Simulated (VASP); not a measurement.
# HfO2 (I4/mmm) in VASP: settings compared

HfO2 is run at these levels: PBE, r2SCAN; tasks: single point.

All numbers are computed with VASP 6.6.1; they aren't measurements. Logs are shortened: lines on timing, memory, paths and dates and some standing lists are left out, and cuts for length are marked.

## Step 1: The cell of the first run

The structure is tetragonal, space group I4/mmm (No. 139). The conventional cell has a = 3.426 Å, b = 3.426 Å, c = 5.058 Å, α = 90.00°, β = 90.00°, γ = 90.00°. Within 2.8 Å of Hf (site symmetry 4/mmm) lie 8 O at 2.13 Å. O (site symmetry -4m2) has 4 Hf at 2.13 Å and 6 O at 2.42 to 2.53 Å within 2.8 Å.

## Step 2: Single point, PBE (biaxial xy strain -4.2%)

File INCAR:

```
SYSTEM = HfO2
  PREC = Accurate
  ENCUT = 520
  EDIFF = 1E-6
  ISMEAR = -1
  SIGMA = 0.02
  LREAL = .False.
  LASPH = .True.
  NELM = 100
  ALGO = Normal
  ISIF = 2
  LWAVE = .False.
  LCHARG = .True.
  GGA = PE
  LELF = .True.
  LVHAR = .True.
  NBANDS = 18
```

File KPOINTS:

```
regular mesh
0
Gamma
  8 8 8
  0 0 0
```

File POSCAR:

```
HfO2
1.0
    0.0000000000      2.4224508255      2.5291823194
    2.4224508255      0.0000000000      2.5291823194
    2.4224508255      2.4224508255      0.0000000000
Hf O
1 2
Direct
    0.0000000000      0.0000000000      0.0000000000
    0.2500000000      0.2500000000      0.2500000000
    0.7500000000      0.7500000000      0.7500000000
```

Potentials or basis: VASP PAW PBE potentials, release 64 (Hf_pv, O).

The run is started by

```
> cat potpaw_PBE.64/Hf_pv/POTCAR potpaw_PBE.64/O/POTCAR > POTCAR
> mpirun -np 1 vasp_std > vasp.out
```

OUTCAR:

```text
SYSTEM = HfO2
   PREC = Accurate
   ENCUT = 520
   EDIFF = 1E-6
   ISMEAR = -1
   LREAL = .False.
   LASPH = .True.
   NELM = 100
   ISIF = 2
   GGA = PE

 ion  position               nearest neighbor table
   1  0.000  0.000  0.000-   3 2.13   3 2.13   3 2.13   2 2.13   2 2.13   2 2.13   3 2.13   2 2.13

   2  0.250  0.250  0.250-   1 2.13   1 2.13   1 2.13   1 2.13
   3  0.750  0.750  0.750-   1 2.13   1 2.13   1 2.13   1 2.13

  LATTYP: Found a body centered tetragonal cell.
 ALAT       =     3.4258628116
 C/A-ratio  =     1.4765228256

  Lattice vectors:

 A1 = (  -2.4224508255,   0.0000000000,   2.5291823194)
 A2 = (   2.4224508255,   0.0000000000,   2.5291823194)
 A3 = (   0.0000000000,   2.4224508255,  -2.5291823194)

Analysis of symmetry for initial positions (statically):
=====================================================================
 Subroutine PRICEL returns:
 Original cell was already a primitive cell.

 Routine SETGRP: Setting up the symmetry group for a
 body centered tetragonal supercell.

 Subroutine GETGRP returns: Found 16 space group operations
 (whereof 16 operations were pure point group operations)
 out of a pool of 16 trial point group operations.

The static configuration has the point symmetry D_4h.

Analysis of symmetry for dynamics (positions and initial velocities):
=====================================================================
 Subroutine PRICEL returns:
 Original cell was already a primitive cell.

 Routine SETGRP: Setting up the symmetry group for a
 body centered tetragonal supercell.

 Subroutine GETGRP returns: Found 16 space group operations
 (whereof 16 operations were pure point group operations)
 out of a pool of 16 trial point group operations.

The dynamic configuration has the point symmetry D_4h.

 Subroutine INISYM returns: Found 16 space group operations
 (whereof 16 operations are pure point group operations),
 and found     1 'primitive' translations

----------------------------------------------------------------------------------------

                                     Primitive cell

  volume of cell :      29.6838

  direct lattice vectors                    reciprocal lattice vectors
     0.000000000  2.422450825  2.529182319    -0.206402539  0.206402539  0.197692351
     2.422450825  0.000000000  2.529182319     0.206402539 -0.206402539  0.197692351
     2.422450825  2.422450825  0.000000000     0.206402539  0.206402539 -0.197692351

  length of vectors
     3.502146657  3.502146657  3.425862812     0.352542596  0.352542596  0.352542596

  position of ions in fractional coordinates (direct lattice)
     0.000000000  0.000000000  0.000000000
     0.250000000  0.250000000  0.250000000
     0.750000000  0.750000000  0.750000000

  ion indices of the primitive-cell ions
   primitive index   ion index
                 1           1
                 2           2
                 3           3

----------------------------------------------------------------------------------------

 KPOINTS: regular mesh

Automatic generation of k-mesh.
 Grid dimensions read from file:
 generate k-points for:    8    8    8

 Generating k-lattice:

  Cartesian coordinates                     Fractional coordinates (reciprocal lattice)
    -0.025800317  0.025800317  0.024711544     0.125000000  0.000000000  0.000000000
     0.025800317 -0.025800317  0.024711544     0.000000000  0.125000000  0.000000000
     0.025800317  0.025800317 -0.024711544     0.000000000  0.000000000  0.125000000

  Length of vectors
     0.044067824  0.044067824  0.044067824

  Shift w.r.t. Gamma in fractional coordinates (k-lattice)
     0.000000000  0.000000000  0.000000000

 Subroutine IBZKPT returns following result:
 ===========================================

 Found     59 irreducible k-points:

 Following reciprocal coordinates:
            Coordinates               Weight
  0.000000  0.000000  0.000000      1.000000
  0.125000 -0.000000  0.000000      8.000000
  0.250000 -0.000000  0.000000      8.000000
  0.375000  0.000000  0.000000      8.000000
  0.500000 -0.000000  0.000000      4.000000
  0.125000  0.125000  0.000000      2.000000
[... 16 lines left out ...]
  0.250000  0.000000  0.125000     16.000000
  0.375000  0.000000  0.125000     16.000000
 [... further k-points ...]
   k-points           NKPTS =     59   k-points in BZ     NKDIM =     59   number of bands    NBANDS=     18
   number of dos      NEDOS =    301   number of ions     NIONS =      3
   total plane-waves  NPLWV =  21952
   dimension x,y,z NGX =    28 NGY =   28 NGZ =   28
   dimension x,y,z NGXF=    56 NGYF=   56 NGZF=   56
   ions per type =               1   2
   NGX,Y,Z   is equivalent  to a cutoff of  13.29, 13.29, 13.59 a.u.
   NGXF,Y,Z  is equivalent  to a cutoff of  26.58, 26.58, 27.17 a.u.
 SYSTEM =  HfO2
   PREC   = accura    normal or accurate (medium, high low for compatibility)
   ISTART =      0    job   : 0-new  1-cont  2-samecut
   ICHARG =      2    charge: 1-file 2-atom 10-const
   ISPIN  =      1    spin polarized calculation?
   LNONCOLLINEAR =      F non collinear calculations
   LSORBIT =      F    spin-orbit coupling
   LASPH  =      T    aspherical Exc in radial PAW
   ENCUT  =  520.0 eV  38.22 Ry    6.18 a.u.   6.51  6.51  6.37*2*pi/ulx,y,z
   NELM   =    100;   NELMIN=  2; NELMDL= -5     # of ELM steps
   EDIFF  = 0.1E-05   stopping-criterion for ELM
   LREAL  =      F    real-space projection
[... 7 lines left out ...]
   TEBEG  =    0.0;   TEEND  =   0.0 temperature during run
   PSTRESS=    0.0 pullay stress
   NELECT =      22.0000    total number of electrons
   NUPDOWN=      -1.0000    fix difference up-down
   EMIN   =  10.00;   EMAX   =-10.00  energy-range for DOS
   EFERMI =   0.00;   METHOD = LEGACY
   ISMEAR =    -1;   SIGMA  =   0.02  broadening in eV -4-tet -1-fermi 0-gaus
   EFERMI_NEDOS =   21; number of points for ismear=-14 and -15
   IALGO  =     38    algorithm
   IMIX   =      4    mixing-type and parameters
     AMIX     =   0.40;   BMIX     =  1.00
     AMIX_MAG =   1.60;   BMIX_MAG =  1.00
  volume/ion in A,a.u.               =       9.89        66.77
  Fermi-wavevector in a.u.,A,eV,Ry     =   1.481525  2.799677 29.863656  2.194917
  Thomas-Fermi vector in A             =   2.595425
   LORBIT       =      0    0 simple, 1 ext, 2 COOP (PROOUT), +10 PAW based schemes
   GGA     = PE    functional components
[... 5 lines left out ...]
 non-spin polarized calculation
  energy-cutoff  :      520.00
  volume of cell :       29.68
 maximum number of plane-waves:       814
 NGX is ok and might be reduce to    28
   NGX = 13   NGY = 13   NGZ = 13

 number of electron      22.0000007 magnetization

 Free energy of the ion-electron system (eV)
  ---------------------------------------------------
  ext. energy  EPLUGINS =         0.00000000
  ---------------------------------------------------
  free energy    TOTEN  =       -29.93630545 eV

  energy without entropy =      -29.93630545  energy(sigma->0) =      -29.93630545

 E-fermi :   5.6909     XC(G=0): -12.3466

 val. band max:        5.3033614315   @ k =   0.5000   0.0000   0.5000
 cond. band min:       8.8433664213   @ k =   0.0000   0.0000   0.0000
 fundamental gap:      3.5400049898
 Fermi energy:         5.6909182157

 k-point     1 :       0.0000    0.0000    0.0000
  band No.  band energies     occupation
      1     -24.1700      2.00000
      2     -24.1700      2.00000
      3     -24.1460      2.00000
      4     -14.2232      2.00000
      5     -10.6832      2.00000
      6      -0.8340      2.00000
[... 10 lines left out ...]
     17      16.7505      0.00000
     18      19.1586      0.00000

 k-point     2 :       0.1250   -0.0000    0.0000
  band No.  band energies     occupation
      1     -24.2706      2.00000
      2     -24.1793      2.00000
      3     -24.1651      2.00000
      4     -13.9588      2.00000
      5     -10.8977      2.00000
      6      -0.6563      2.00000
[... 10 lines left out ...]
     17      16.4037      0.00000
     18      19.1350      0.00000

 k-point     3 :       0.2500   -0.0000    0.0000
  band No.  band energies     occupation
      1     -24.5126      2.00000
      2     -24.2014      2.00000
      3     -24.1965      2.00000
      4     -13.3576      2.00000
      5     -11.2944      2.00000
      6      -0.2615      2.00000
[... 10 lines left out ...]
     17      15.8384      0.00000
     18      18.7874      0.00000

 k-point     4 :       0.3750    0.0000    0.0000
  band No.  band energies     occupation
      1     -24.7369      2.00000
      2     -24.2270      2.00000
      3     -24.2234      2.00000
      4     -12.9216      2.00000
      5     -11.4189      2.00000
      6       0.0723      2.00000
[... 10 lines left out ...]
     17      15.5827      0.00000
     18      18.5711      0.00000

 k-point     5 :       0.5000   -0.0000    0.0000
  band No.  band energies     occupation
      1     -24.8252      2.00000
      2     -24.2395      2.00000
      3     -24.2325      2.00000
      4     -12.8472      2.00000
      5     -11.3331      2.00000
      6       0.1826      2.00000
[... 10 lines left out ...]
     17      15.5390      0.00000
     18      18.9652      0.00000

 k-point     6 :       0.1250    0.1250    0.0000
  band No.  band energies     occupation
      1     -24.2639      2.00000
      2     -24.1946      2.00000
      3     -24.1946      2.00000
      4     -13.8768      2.00000
      5     -10.9327      2.00000
      6      -0.6173      2.00000
[... 307 lines left out ...]
 k-point    21 :       0.5000    0.5000    0.0000
  band No.  band energies     occupation
      1     -24.8594      2.00000
      2     -24.3358      2.00000
      3     -24.3358      2.00000
      4     -12.0720      2.00000
      5     -11.6059      2.00000
      6      -1.9810      2.00000
[... 10 lines left out ...]
     17      19.1178      0.00000
     18      19.5975      0.00000

 k-point    22 :       0.1250    0.0000    0.1250
  band No.  band energies     occupation
      1     -24.2862      2.00000
      2     -24.2025      2.00000
      3     -24.1713      2.00000
      4     -13.8580      2.00000
      5     -10.9914      2.00000
      6      -0.6655      2.00000
[... 10 lines left out ...]
     17      16.4286      0.00000
     18      19.1242      0.00000

 k-point    23 :       0.2500    0.0000    0.1250
  band No.  band energies     occupation
      1     -24.4653      2.00000
      2     -24.2310      2.00000
      3     -24.2040      2.00000
      4     -13.3368      2.00000
      5     -11.3520      2.00000
      6      -0.3445      2.00000
[... 10 lines left out ...]
     17      16.0348      0.00000
     18      19.0891      0.00000

 k-point    24 :       0.3750    0.0000    0.1250
  band No.  band energies     occupation
      1     -24.6741      2.00000
      2     -24.2645      2.00000
      3     -24.2429      2.00000
      4     -12.7986      2.00000
      5     -11.5796      2.00000
      6       0.0787      2.00000
[... 10 lines left out ...]
     17      16.0866      0.00000
     18      18.8473      0.00000

 [... further k-points ...]

------------------------ aborting loop because EDIFF is reached ----------------------------------------

  FORCE on cell =-STRESS in cart. coord.  units (eV):
  Direction    XX          YY          ZZ          XY          YZ          ZX
  --------------------------------------------------------------------------------------
  -------------------------------------------------------------------------------------
  Total        6.8299969      6.8299969      2.6015551      0.0000000     -0.0000000     -0.0000000
  in kB      368.6472658    368.6472658    140.4182427      0.0000000     -0.0000000     -0.0000000
  external PRESSURE =     292.5709248 kB  Pullay stress =       0.0000000 kB

 VOLUME and BASIS-vectors are now :
 -----------------------------------------------------------------------------
  energy-cutoff  :      520.00
  volume of cell :       29.68
      direct lattice vectors                 reciprocal lattice vectors
     0.000000000  2.422450825  2.529182319    -0.206402539  0.206402539  0.197692351
     2.422450825  0.000000000  2.529182319     0.206402539 -0.206402539  0.197692351
     2.422450825  2.422450825  0.000000000     0.206402539  0.206402539 -0.197692351

 POSITION                                       TOTAL-FORCE (eV/Angst)
 -----------------------------------------------------------------------------------
      0.00000      0.00000      0.00000        -0.000000      0.000000     -0.000000
      1.21123      1.21123      1.26459        -0.000000     -0.000000      0.000000
      3.63368      3.63368      3.79377         0.000000      0.000000     -0.000000
 -----------------------------------------------------------------------------------
    total drift:                                0.000000      0.000000      0.000000

  FREE ENERGIE OF THE ION-ELECTRON SYSTEM (eV)
  ---------------------------------------------------
  free  energy   TOTEN  =       -29.9363054522 eV

  energy  without entropy=      -29.9363054522  energy(sigma->0) =      -29.93630545
```

Wall time 15 s (1 thread of Intel Xeon 6975P-C (Granite Rapids), shared host); peak memory 0.17 GiB.

Results:

| Property | Result |
| --- | --- |
| Free energy | -29.9363 eV |
| Pressure | 29.3 GPa |
| Band gap on the k mesh | 3.54 eV, indirect (least direct gap 3.77 eV) |

Levels at points of the mesh, in eV from the valence-band top:
| k point | band 9 | band 10 | band 11 | band 12 | band 13 | band 14 |
| --- | --- | --- | --- | --- | --- | --- |
| (0.00, 0.00, 0.00) | -1.24 | -0.63 | -0.63 | 3.54 | 4.16 | 6.49 |
| (0.50, 0.00, 0.00) | -3.12 | -2.12 | -2.10 | 4.65 | 4.87 | 7.66 |
| (0.50, 0.50, 0.00) | -1.72 | -1.72 | -0.51 | 3.83 | 5.82 | 6.80 |
| (0.50, 0.00, 0.50) | -2.36 | -1.52 | 0.00 | 3.77 | 5.89 | 7.58 |

Caveat: the cell differs from its parent crystal (biaxial xy strain -4.2%); spin-orbit coupling is left out, which moves the levels of the heavy elements.

## Step 3: Single point, PBE (uniaxial x strain +2.4%)

File INCAR:

```
  PREC = Accurate
  ENCUT = 520
  EDIFF = 1E-6
  ISMEAR = -1
  SIGMA = 0.02
  LREAL = F
  LASPH = T
  NELM = 80
  ALGO = Normal
  ISIF = 2
  LWAVE = F
  LCHARG = F
  GGA = PE
  NBANDS = 18
```

File KPOINTS:

```
regular mesh
0
Gamma
  8 8 8
```

File POSCAR:

```
HfO2
1.0
    0.0000000000      2.5291823194      2.5291823194
    2.5888710221      0.0000000000      2.5291823194
    2.5888710221      2.5291823194      0.0000000000
Hf O
1 2
Direct
    0.0000000000      0.0000000000      0.0000000000
    0.2500000000      0.2500000000      0.2500000000
    0.7500000000      0.7500000000      0.7500000000
```

Potentials or basis: VASP PAW PBE potentials, release 64 (Hf_pv, O).

The run is started by

```
> cat potpaw_PBE.64/Hf_pv/POTCAR potpaw_PBE.64/O/POTCAR > POTCAR
> mpirun -np 1 vasp_std > vasp.out
```

OUTCAR:

```text
PREC = Accurate
   ENCUT = 520
   EDIFF = 1E-6
   ISMEAR = -1
   LREAL = F
   LASPH = T
   NELM = 80
   ISIF = 2
   GGA = PE

 ion  position               nearest neighbor table
   1  0.000  0.000  0.000-   3 2.21   3 2.21   3 2.21   2 2.21   3 2.21   2 2.21   2 2.21   2 2.21

   2  0.250  0.250  0.250-   1 2.21   1 2.21   1 2.21   1 2.21
   3  0.750  0.750  0.750-   1 2.21   1 2.21   1 2.21   1 2.21

  LATTYP: Found a body centered tetragonal cell.
 ALAT       =     3.5768039378
[... 697 lines left out ...]

  FORCE on cell =-STRESS in cart. coord.  units (eV):
  Direction    XX          YY          ZZ          XY          YZ          ZX
  --------------------------------------------------------------------------------------
  -------------------------------------------------------------------------------------
  Total       -2.2305070     -0.0115225     -0.0115225      0.0000000      0.0000000      0.0000000
  in kB     -107.8980252     -0.5573874     -0.5573874      0.0000000      0.0000000      0.0000000
  external PRESSURE =     -36.3376000 kB  Pullay stress =       0.0000000 kB

 VOLUME and BASIS-vectors are now :
 -----------------------------------------------------------------------------
  energy-cutoff  :      520.00
  volume of cell :       33.12
      direct lattice vectors                 reciprocal lattice vectors
     0.000000000  2.529182319  2.529182319    -0.193134380  0.197692351  0.197692351
     2.588871022  0.000000000  2.529182319     0.193134380 -0.197692351  0.197692351
     2.588871022  2.529182319  0.000000000     0.193134380  0.197692351 -0.197692351

 POSITION                                       TOTAL-FORCE (eV/Angst)
 -----------------------------------------------------------------------------------
      0.00000      0.00000      0.00000         0.000000      0.000000     -0.000000
      1.29444      1.26459      1.26459         0.000000      0.000000      0.000000
      3.88331      3.79377      3.79377        -0.000000     -0.000000     -0.000000
 -----------------------------------------------------------------------------------
    total drift:                                0.000000      0.000000      0.000000

  FREE ENERGIE OF THE ION-ELECTRON SYSTEM (eV)
  ---------------------------------------------------
  free  energy   TOTEN  =       -30.2259825123 eV

  energy  without entropy=      -30.2259825123  energy(sigma->0) =      -30.22598251
```

OSZICAR:

```text
N       E                     dE             d eps       ncg     rms          rms(c)
DAV:   1     0.946271638999E+02    0.94627E+02   -0.12703E+04  2124   0.121E+03
DAV:   2    -0.318341421995E+02   -0.12646E+03   -0.12330E+03  2772   0.292E+02
DAV:   3    -0.360178993633E+02   -0.41838E+01   -0.41704E+01  2480   0.469E+01
DAV:   4    -0.360414169426E+02   -0.23518E-01   -0.23512E-01  2622   0.393E+00
DAV:   5    -0.360415677993E+02   -0.15086E-03   -0.15085E-03  2446   0.293E-01    0.462E+01
DAV:   6    -0.303673115796E+02    0.56743E+01   -0.20510E+01  2178   0.322E+01    0.405E+01
DAV:   7    -0.302665918209E+02    0.10072E+00   -0.68174E-01  2424   0.676E+00    0.287E+01
DAV:   8    -0.302506187929E+02    0.15973E-01   -0.32464E-01  2304   0.517E+00    0.996E+00
DAV:   9    -0.302256593826E+02    0.24959E-01   -0.73360E-02  2236   0.230E+00    0.268E+00
DAV:  10    -0.302259309627E+02   -0.27158E-03   -0.34549E-03  2390   0.447E-01    0.161E-01
DAV:  11    -0.302259674304E+02   -0.36468E-04   -0.18515E-04  2424   0.115E-01    0.215E-01
DAV:  12    -0.302259815593E+02   -0.14129E-04   -0.39920E-05  2344   0.422E-02    0.124E-02
DAV:  13    -0.302259825123E+02   -0.95303E-06   -0.14506E-06  2362   0.901E-03
   1 F= -.30225983E+02 E0= -.30225983E+02  d E =-.780149E-13
```

It took 14 s on 1 thread of Intel Xeon 6975P-C (Granite Rapids), shared host; peak memory 0.18 GiB.

Results:

- Free energy: -30.2260 eV
- Pressure: -3.6 GPa
- Band gap on the k mesh: 3.60 eV, indirect (least direct gap 3.65 eV)

Caveat: the cell differs from its parent crystal (uniaxial x strain +2.4%); spin-orbit coupling is left out, which moves the levels of the heavy elements.

(Continued in part 2 of 2.)
